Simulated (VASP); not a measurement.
# Bi2Te3 (R-3m) in VASP: notebook

Runs on Bi2Te3. Level: PBE. Tasks: single point.

Program: VASP 6.6.1. These are calculated values, not measurements. Logs are shortened: lines on timing, memory, paths and dates and some standing lists are left out, and cuts for length are marked.

**The experiment to reproduce.**

“Vacancy and Antisite-Induced Ferromagnetism in Liquid-Phase Exfoliated Bi2Te3”, 2024, arxiv:2412.10539 quotes, for a bulk crystal of Bi2Te3: band gap 0.17 eV.

The results are compared with them further down.

### 1 The cell of the first run

It takes space group R-3m (No. 166, trigonal). The conventional cell has a = 4.296 Å, b = 4.296 Å, c = 29.874 Å, α = 90.00°, β = 90.00°, γ = 120.00°. Within 4.0 Å of Bi (site symmetry 3m) lie 6 Te at 3.01 to 3.18 Å. Within 4.5 Å of Te (site symmetry -3m) lie 6 Bi at 3.18 Å and 12 Te at 4.30 to 4.45 Å. Within 4.0 Å of Te (site symmetry 3m) lie 3 Bi at 3.01 Å and 3 Te at 3.56 Å.

### 2 Single point, PBE

The input, INCAR:

```
SYSTEM = Bi2Te3
ALGO = Normal
EDIFF = 1E-6
ENCUT = 520
GGA = PE
ISIF = 2
ISMEAR = 0
LASPH = .True.
LCHARG = .True.
LELF = .True.
LREAL = .False.
LVHAR = .True.
LWAVE = .False.
NBANDS = 32
NELM = 100
PREC = Accurate
SIGMA = 0.01
```

The input, KPOINTS:

```
k-points
0
Gamma
  6 6 6
  0 0 0
```

The input, POSCAR:

```
Bi2Te3
1.0
    2.1482323364      1.2402823802      9.9581461790
   -2.1482323364      1.2402823802      9.9581461790
    0.0000000000     -2.4805647605      9.9581461790
Bi Te
2 3
Direct
    0.4000000000      0.4000000000      0.4000000000
    0.6000000000      0.6000000000      0.6000000000
    0.0000000000      0.0000000000      0.0000000000
    0.2095000000      0.2095000000      0.2095000000
    0.7905000000      0.7905000000      0.7905000000
```

Potentials or basis: VASP PAW PBE potentials, release 64 (Bi_d, Te).

Started as:

```sh
cat potpaw_PBE.64/Bi_d/POTCAR potpaw_PBE.64/Te/POTCAR > POTCAR
mpirun -np 1 vasp_std > vasp.out
```

OUTCAR:

```text
SYSTEM = Bi2Te3
   EDIFF = 1E-6
   ENCUT = 520
   GGA = PE
   ISIF = 2
   ISMEAR = 0
   LASPH = .True.
   LREAL = .False.
   NELM = 100
   PREC = Accurate

 ion  position               nearest neighbor table
   1  0.400  0.400  0.400-   5 3.01   5 3.01   5 3.01   3 3.18   3 3.18   3 3.18
   2  0.600  0.600  0.600-   4 3.01   4 3.01   4 3.01   3 3.18   3 3.18   3 3.18
   3  0.000  0.000  0.000-   2 3.18   1 3.18   2 3.18   2 3.18   1 3.18   1 3.18
   4  0.209  0.209  0.209-   2 3.01   2 3.01   2 3.01   5 3.56   5 3.56   5 3.56
   5  0.791  0.791  0.791-   1 3.01   1 3.01   1 3.01   4 3.56   4 3.56   4 3.56

  LATTYP: Found a trigonal (rhomboedric) cell.
 ALAT       =    10.2624498964
 COS(alpha) =     0.9123624163

  Lattice vectors:

 A1 = (   2.1482323364,   1.2402823802,   9.9581461790)
 A2 = (  -2.1482323364,   1.2402823802,   9.9581461790)
 A3 = (   0.0000000000,  -2.4805647605,   9.9581461790)

Analysis of symmetry for initial positions (statically):
=====================================================================
 Subroutine PRICEL returns:
 Original cell was already a primitive cell.

 Routine SETGRP: Setting up the symmetry group for a
 trigonal (rhombohedral) supercell.

 Subroutine GETGRP returns: Found 12 space group operations
 (whereof 12 operations were pure point group operations)
 out of a pool of 12 trial point group operations.

The static configuration has the point symmetry D_3d.

Analysis of symmetry for dynamics (positions and initial velocities):
=====================================================================
 Subroutine PRICEL returns:
 Original cell was already a primitive cell.

 Routine SETGRP: Setting up the symmetry group for a
 trigonal (rhombohedral) supercell.

 Subroutine GETGRP returns: Found 12 space group operations
 (whereof 12 operations were pure point group operations)
 out of a pool of 12 trial point group operations.

The dynamic configuration has the point symmetry D_3d.

 Subroutine INISYM returns: Found 12 space group operations
 (whereof 12 operations are pure point group operations),
 and found     1 'primitive' translations

----------------------------------------------------------------------------------------

                                     Primitive cell

  volume of cell :     159.1958

  direct lattice vectors                    reciprocal lattice vectors
     2.148232336  1.240282380  9.958146179     0.232749499  0.134378001  0.033473432
    -2.148232336  1.240282380  9.958146179    -0.232749499  0.134378001  0.033473432
     0.000000000 -2.480564761  9.958146179     0.000000000 -0.268756002  0.033473432

  length of vectors
    10.262449896 10.262449896 10.262449847     0.270832507  0.270832507  0.270832530

  position of ions in fractional coordinates (direct lattice)
     0.400000000  0.400000000  0.400000000
     0.600000000  0.600000000  0.600000000
     0.000000000  0.000000000  0.000000000
     0.209500000  0.209500000  0.209500000
     0.790500000  0.790500000  0.790500000

  ion indices of the primitive-cell ions
   primitive index   ion index
                 1           1
                 2           2
                 3           3
                 4           4
                 5           5

----------------------------------------------------------------------------------------

 KPOINTS: k-points

Automatic generation of k-mesh.
 Grid dimensions read from file:
 generate k-points for:    6    6    6

 Generating k-lattice:

  Cartesian coordinates                     Fractional coordinates (reciprocal lattice)
     0.038791583  0.022396333  0.005578905     0.166666667 -0.000000000 -0.000000000
    -0.038791583  0.022396333  0.005578905    -0.000000000  0.166666667 -0.000000000
     0.000000000 -0.044792667  0.005578905     0.000000000  0.000000000  0.166666667

  Length of vectors
     0.045138751  0.045138751  0.045138755

  Shift w.r.t. Gamma in fractional coordinates (k-lattice)
     0.000000000  0.000000000  0.000000000

 Subroutine IBZKPT returns following result:
 ===========================================

 Found     32 irreducible k-points:

 Following reciprocal coordinates:
            Coordinates               Weight
  0.000000  0.000000  0.000000      1.000000
  0.166667 -0.000000  0.000000      6.000000
  0.333333 -0.000000 -0.000000      6.000000
  0.500000  0.000000  0.000000      3.000000
  0.166667  0.166667  0.000000      6.000000
  0.333333  0.166667  0.000000     12.000000
[... 16 lines left out ...]
  0.500000  0.500000  0.166667      6.000000
 -0.333333  0.500000  0.166667     12.000000
 [... further k-points ...]
   k-points           NKPTS =     32   k-points in BZ     NKDIM =     32   number of bands    NBANDS=     32
   number of dos      NEDOS =    301   number of ions     NIONS =      5
   total plane-waves  NPLWV = 512000
   dimension x,y,z NGX =    80 NGY =   80 NGZ =   80
   dimension x,y,z NGXF=   160 NGYF=  160 NGZF=  160
[... 50 lines left out ...]
   NGX = 39   NGY = 39   NGZ = 39

 number of electron      48.0000003 magnetization

 Free energy of the ion-electron system (eV)
  ---------------------------------------------------
  ext. energy  EPLUGINS =         0.00000000
  ---------------------------------------------------
  free energy    TOTEN  =       -18.09623385 eV

  energy without entropy =      -18.09623385  energy(sigma->0) =      -18.09623385

 E-fermi :   7.1912     XC(G=0):  -9.6084

 val. band max:        7.0902667114   @ k =   0.0000   0.0000   0.0000
 cond. band min:       7.3297814260   @ k =   0.0000   0.0000   0.0000
 fundamental gap:      0.2395147146
 Fermi energy:         7.1912480479

 k-point     1 :       0.0000    0.0000    0.0000
  band No.  band energies     occupation
      1     -16.2626      2.00000
      2     -16.2626      2.00000
      3     -16.2605      2.00000
      4     -16.2605      2.00000
      5     -16.2477      2.00000
      6     -16.2459      2.00000
[... 24 lines left out ...]
     31      11.7066      0.00000
     32      12.2819      0.00000

 k-point     2 :       0.1667   -0.0000    0.0000
  band No.  band energies     occupation
      1     -16.2659      2.00000
      2     -16.2633      2.00000
      3     -16.2596      2.00000
      4     -16.2575      2.00000
      5     -16.2465      2.00000
      6     -16.2444      2.00000
[... 24 lines left out ...]
     31      10.9852      0.00000
     32      11.8980      0.00000

 k-point     3 :       0.3333   -0.0000   -0.0000
  band No.  band energies     occupation
      1     -16.2735      2.00000
      2     -16.2699      2.00000
      3     -16.2563      2.00000
      4     -16.2534      2.00000
      5     -16.2495      2.00000
      6     -16.2467      2.00000
[... 24 lines left out ...]
     31      11.4025      0.00000
     32      12.1449      0.00000

 k-point     4 :       0.5000    0.0000    0.0000
  band No.  band energies     occupation
      1     -16.2775      2.00000
      2     -16.2734      2.00000
      3     -16.2559      2.00000
      4     -16.2523      2.00000
      5     -16.2511      2.00000
      6     -16.2481      2.00000
[... 24 lines left out ...]
     31      10.8658      0.00000
     32      11.9220      0.00000

 k-point     5 :       0.1667    0.1667    0.0000
  band No.  band energies     occupation
      1     -16.2659      2.00000
      2     -16.2633      2.00000
      3     -16.2595      2.00000
      4     -16.2575      2.00000
      5     -16.2465      2.00000
      6     -16.2444      2.00000
[... 584 lines left out ...]
     31      11.7110      0.00000
     32      11.9817      0.00000

 k-point    22 :      -0.1667    0.3333    0.1667
  band No.  band energies     occupation
      1     -16.2731      2.00000
      2     -16.2699      2.00000
      3     -16.2589      2.00000
      4     -16.2552      2.00000
      5     -16.2478      2.00000
      6     -16.2455      2.00000
[... 24 lines left out ...]
     31      11.1348      0.00000
     32      12.7632      0.00000

 k-point    23 :       0.5000    0.5000    0.1667
  band No.  band energies     occupation
      1     -16.2734      2.00000
      2     -16.2699      2.00000
      3     -16.2563      2.00000
      4     -16.2534      2.00000
      5     -16.2495      2.00000
      6     -16.2467      2.00000
[... 24 lines left out ...]
     31      11.4384      0.00000
     32      11.8815      0.00000

 k-point    24 :      -0.3333    0.5000    0.1667
  band No.  band energies     occupation
      1     -16.2730      2.00000
      2     -16.2700      2.00000
      3     -16.2589      2.00000
      4     -16.2552      2.00000
      5     -16.2478      2.00000
      6     -16.2455      2.00000
[... 24 lines left out ...]
     31      12.0671      0.00000
     32      12.2529      0.00000

 [... further k-points ...]

------------------------ aborting loop because EDIFF is reached ----------------------------------------

  FORCE on cell =-STRESS in cart. coord.  units (eV):
  Direction    XX          YY          ZZ          XY          YZ          ZX
  --------------------------------------------------------------------------------------
  -------------------------------------------------------------------------------------
  Total        5.7440382      5.7440369      5.8269811      0.0000000     -0.0000000      0.0000000
  in kB       57.8091160     57.8091031     58.6438696      0.0000000     -0.0000000      0.0000000
  external PRESSURE =      58.0873629 kB  Pullay stress =       0.0000000 kB

 VOLUME and BASIS-vectors are now :
 -----------------------------------------------------------------------------
  energy-cutoff  :      520.00
  volume of cell :      159.20
      direct lattice vectors                 reciprocal lattice vectors
     2.148232336  1.240282380  9.958146179     0.232749499  0.134378001  0.033473432
    -2.148232336  1.240282380  9.958146179    -0.232749499  0.134378001  0.033473432
     0.000000000 -2.480564761  9.958146179     0.000000000 -0.268756002  0.033473432

 POSITION                                       TOTAL-FORCE (eV/Angst)
 -----------------------------------------------------------------------------------
      0.00000     -0.00000     11.94978         0.000000      0.000000     -0.153280
      0.00000     -0.00000     17.92466         0.000000     -0.000000      0.153280
      0.00000      0.00000      0.00000         0.000000      0.000000      0.000000
      0.00000     -0.00000      6.25869         0.000000      0.000000     -0.394122
      0.00000     -0.00000     23.61574         0.000000     -0.000000      0.394122
 -----------------------------------------------------------------------------------
    total drift:                               -0.000000     -0.000000     -0.000000

  FREE ENERGIE OF THE ION-ELECTRON SYSTEM (eV)
  ---------------------------------------------------
  free  energy   TOTEN  =       -18.0962338478 eV

  energy  without entropy=      -18.0962338478  energy(sigma->0) =      -18.09623385
```

Run time: 9.2 min. Hardware: 1 thread of Intel Xeon 6975P-C (Granite Rapids), shared host; peak memory 0.96 GiB.

Results:

```yaml
Free_energy: -18.0962 eV
Pressure: 5.8 GPa
Largest_force: 0.394 eV/Å
Band_gap_on_the_k_mesh: 0.24 eV
```

Forces in eV/Å, atoms in the order of the input:
```
Bi   0.000  0.000 -0.153
Bi   0.000  0.000  0.153
Te   0.000  0.000  0.000
Te   0.000  0.000 -0.394
Te   0.000  0.000  0.394
```

Caveat: the cell stands under pressure; spin-orbit coupling is left out, which moves the levels of the heavy elements.

### 3 Single point, PBE

This run uses another cell than the first one, of 32.52 Å³/atom.

The input, INCAR:

```
ALGO     = Normal         # electronic algorithm
EDIFF    = 1E-6           # SCF threshold, eV
ENCUT    = 520            # plane-wave cutoff, eV
GGA      = PE             # functional
ISIF     = 2              # what is computed and relaxed
ISMEAR   = 0              # smearing method
LASPH    = True           # aspherical terms in the spheres
LCHARG   = True           # write CHGCAR
LELF     = True           # ELF
LREAL    = False          # projectors in reciprocal space
LVHAR    = True         
LWAVE    = False          # write WAVECAR
NBANDS   = 32             # bands
NELM     = 60             # most SCF steps
PREC     = Accurate       # precision mode
SIGMA    = 0.01           # smearing width, eV
```

The input, KPOINTS:

```
k-points
0
Gamma
  6 6 6
```

POSCAR, as its differences from that of step 2:

```diff
@@ -2,5 +2,5 @@
 1.0
-    2.1482323364      1.2402823802      9.9581461790
-   -2.1482323364      1.2402823802      9.9581461790
-    0.0000000000     -2.4805647605      9.9581461790
+    2.1633612316      1.2490170510     10.0282762796
+   -2.1633612316      1.2490170510     10.0282762796
+    0.0000000000     -2.4980341020     10.0282762796
 Bi Te
```

Potentials or basis: VASP PAW PBE potentials, release 64 (Bi_d, Te).

Started as:

```sh
cat potpaw_PBE.64/Bi_d/POTCAR potpaw_PBE.64/Te/POTCAR > POTCAR
mpirun -np 1 vasp_std > vasp.out
```

It took 8.6 min on 1 thread of Intel Xeon 6975P-C (Granite Rapids), shared host; peak memory 0.95 GiB.

Results (log left out):

```
Free energy            : -18.2041 eV
Pressure               : 4.3 GPa
Largest force          : 0.244 eV/Å
Band gap on the k mesh : 0.25 eV
```

Forces in eV/Å, atoms in the order of the input:
```
Bi   0.000  0.000 -0.092
Bi   0.000  0.000  0.092
Te   0.000  0.000  0.000
Te   0.000  0.000 -0.244
Te   0.000  0.000  0.244
```

Levels at points of the mesh, in eV from the valence-band top:
```csv
k point,band 20,band 21,band 22,band 23,band 24,band 25,band 26,band 27,band 28,band 29
"(0.00, 0.00, 0.00)",-1.86,-1.86,-0.98,-0.98,0.00,0.25,0.57,0.57,1.93,2.11
"(0.50, 0.00, 0.00)",-3.39,-3.13,-2.61,-1.04,-0.56,0.51,0.99,2.69,2.80,3.14
"(0.50, 0.50, 0.00)",-2.55,-2.14,-1.93,-1.71,-1.06,0.77,1.44,2.06,2.69,2.75
"(0.50, 0.50, 0.50)",-1.55,-1.55,-1.29,-1.29,-0.44,0.79,1.08,1.08,1.61,1.61
```

Caveat: the cell stands under pressure; spin-orbit coupling is left out, which moves the levels of the heavy elements. A k mesh can miss the band edges.

### 4 Single point, PBE

This run uses another cell than the first one, of 34.55 Å³/atom.

The input, INCAR:

```
SYSTEM = Bi2Te3
  PREC = Accurate
  ENCUT = 520
  EDIFF = 1E-7
  ISMEAR = 0
  SIGMA = 0.01
  LREAL = .FALSE.
  LASPH = .TRUE.
  NELM = 100
  ALGO = Normal
  ISIF = 2
  LWAVE = .FALSE.
  LCHARG = .FALSE.
  GGA = PE
  NBANDS = 32
```

The input, KPOINTS:

```
Automatic mesh
0
G
  6 6 6
  0 0 0
```

POSCAR, as its differences from that of step 3:

```diff
@@ -2,5 +2,5 @@
 1.0
-    2.1633612316      1.2490170510     10.0282762796
-   -2.1633612316      1.2490170510     10.0282762796
-    0.0000000000     -2.4980341020     10.0282762796
+    2.2075236021      1.2745142046     10.2329912600
+   -2.2075236021      1.2745142046     10.2329912600
+    0.0000000000     -2.5490284093     10.2329912600
 Bi Te
```

Started as:

```sh
cat potpaw_PBE.64/Bi_d/POTCAR potpaw_PBE.64/Te/POTCAR > POTCAR
mpirun -np 1 vasp_std > vasp.out
```

It took 8.9 min on 1 thread of Intel Xeon 6975P-C (Granite Rapids), shared host; peak memory 0.96 GiB.

Results (log left out):

| Property | Result |
| --- | --- |
| Free energy | -18.3645 eV |
| Pressure | 0.8 GPa |
| Largest force | 0.146 eV/Å |
| Band gap on the k mesh | 0.29 eV |

Forces on the atoms (eV/Å):
```
Bi   0.000  0.000  0.065
Bi   0.000  0.000 -0.065
Te   0.000  0.000  0.000
Te   0.000  0.000  0.146
Te   0.000  0.000 -0.146
```

Stress tensor (GPa, compression positive):
```
0.91 0.00 0.00
0.00 0.91 0.00
0.00 0.00 0.67
```

Levels at points of the mesh, in eV from the valence-band top:
```
           k point  band 20  band 21  band 22  band 23  band 24  band 25  band 26  band 27  band 28  band 29
(0.00, 0.00, 0.00)    -1.65    -1.65    -0.82    -0.82     0.00     0.29     0.68     0.68     1.97     2.10
(0.50, 0.00, 0.00)    -3.05    -2.82    -2.33    -0.87    -0.49     0.59     1.08     2.71     2.80     3.40
(0.50, 0.50, 0.00)    -2.28    -1.94    -1.77    -1.48    -0.92     0.88     1.53     2.04     2.62     2.70
(0.50, 0.50, 0.50)    -1.36    -1.36    -1.10    -1.10    -0.43     0.84     1.15     1.15     1.65     1.65
```

Caveat: spin-orbit coupling is left out, which moves the levels of the heavy elements.

### 5 Single point, PBE

This run uses another cell than the first one, of 35.90 Å³/atom.

The input, INCAR:

```
SYSTEM = Bi2Te3
PREC = Accurate
ENCUT = 520
EDIFF = 1E-6
ISMEAR = 0
SIGMA = 0.01
LREAL = .False.
LASPH = .True.
NELM = 60
ALGO = Normal
ISIF = 2
LWAVE = .False.
LCHARG = .False.
GGA = PE
NBANDS = 32
```

The input, KPOINTS:

```
regular mesh
0
Gamma
  6 6 6
  0 0 0
```

POSCAR, as its differences from that of step 4:

```diff
@@ -2,5 +2,5 @@
 1.0
-    2.2075236021      1.2745142046     10.2329912600
-   -2.2075236021      1.2745142046     10.2329912600
-    0.0000000000     -2.5490284093     10.2329912600
+    2.2360109196      1.2909613632     10.3650444217
+   -2.2360109196      1.2909613632     10.3650444217
+    0.0000000000     -2.5819227265     10.3650444217
 Bi Te
```

Started as:

```sh
cat potpaw_PBE.64/Bi_d/POTCAR potpaw_PBE.64/Te/POTCAR > POTCAR
mpirun -np 1 vasp_std > vasp.out
```

Wall time 9.2 min (1 thread of Intel Xeon 6975P-C (Granite Rapids), shared host); peak memory 0.96 GiB.

It converged, with:

* Free energy: -18.3617 eV
* Pressure: -1.0 GPa
* Largest force: 0.363 eV/Å
* Band gap on the k mesh: 0.31 eV

Forces in eV/Å, atoms in the order of the input:
```
Bi   0.000  0.000  0.155
Bi   0.000  0.000 -0.155
Te   0.000  0.000  0.000
Te   0.000  0.000  0.363
Te   0.000  0.000 -0.363
```

Stress tensor (GPa, compression positive):
```
-0.84  0.00  0.00
 0.00 -0.84  0.00
 0.00  0.00 -1.18
```

Levels at points of the mesh, in eV from the valence-band top:
| k point | band 20 | band 21 | band 22 | band 23 | band 24 | band 25 | band 26 | band 27 | band 28 | band 29 |
| --- | --- | --- | --- | --- | --- | --- | --- | --- | --- | --- |
| (0.00, 0.00, 0.00) | -1.52 | -1.52 | -0.73 | -0.73 | 0.00 | 0.31 | 0.74 | 0.74 | 1.98 | 2.08 |
| (0.50, 0.00, 0.00) | -2.85 | -2.63 | -2.16 | -0.77 | -0.45 | 0.63 | 1.13 | 2.65 | 2.84 | 3.41 |
| (0.50, 0.50, 0.00) | -2.12 | -1.81 | -1.67 | -1.35 | -0.84 | 0.95 | 1.57 | 2.02 | 2.57 | 2.66 |
| (0.50, 0.50, 0.50) | -1.25 | -1.25 | -0.99 | -0.99 | -0.42 | 0.87 | 1.18 | 1.18 | 1.66 | 1.66 |

Caveat: spin-orbit coupling is left out, which moves the levels of the heavy elements.

### 6 Overview

```tsv
cell	gap on the mesh (eV)	pressure (GPa)	largest force (eV/Å)
a = 10.262 Å, angles 24.2°, 5 atoms	0.24	5.8	0.39
a = 10.335 Å, angles 24.2°, 5 atoms	0.25	4.3	0.24
a = 10.546 Å, angles 24.2°, 5 atoms	0.29	0.8	0.15
a = 10.682 Å, angles 24.2°, 5 atoms	0.31	-1.0	0.36
```

Alike in all rows: task single point; level PBE; potentials or basis VASP PAW PBE potentials, release 64 (Bi_d, Te); no spin polarisation; k mesh 6 × 6 × 6; cutoff (eV) 520; smearing gaussian 0.01 eV.

Caveats: spin-orbit coupling is left out, which moves the levels of the heavy elements; the cell stands under pressure (at least some runs).

Total energies depend on the potentials used, so only differences within one code and one set of settings carry meaning.

### 7 Comparison with measurements

Step 4. Against the measured gap of Bi2Te3, 0.17 eV (quoted in “Vacancy and Antisite-Induced Ferromagnetism in Liquid-Phase Exfoliated Bi2Te3”, 2024, arxiv:2412.10539), the calculated 0.29 eV is off by +0.12 eV. Spin-orbit coupling on Bi, Te is left out. The value is that of PBE on a finite k mesh, which can miss the band edges, without temperature or zero-point motion.

Step 5. Measured gap of Bi2Te3: 0.17 eV (quoted in “Vacancy and Antisite-Induced Ferromagnetism in Liquid-Phase Exfoliated Bi2Te3”, 2024, arxiv:2412.10539). This calculation gives 0.31 eV (+0.14 eV). Spin-orbit coupling on Bi, Te is left out. The value is that of PBE on a finite k mesh, which can miss the band edges, without temperature or zero-point motion.
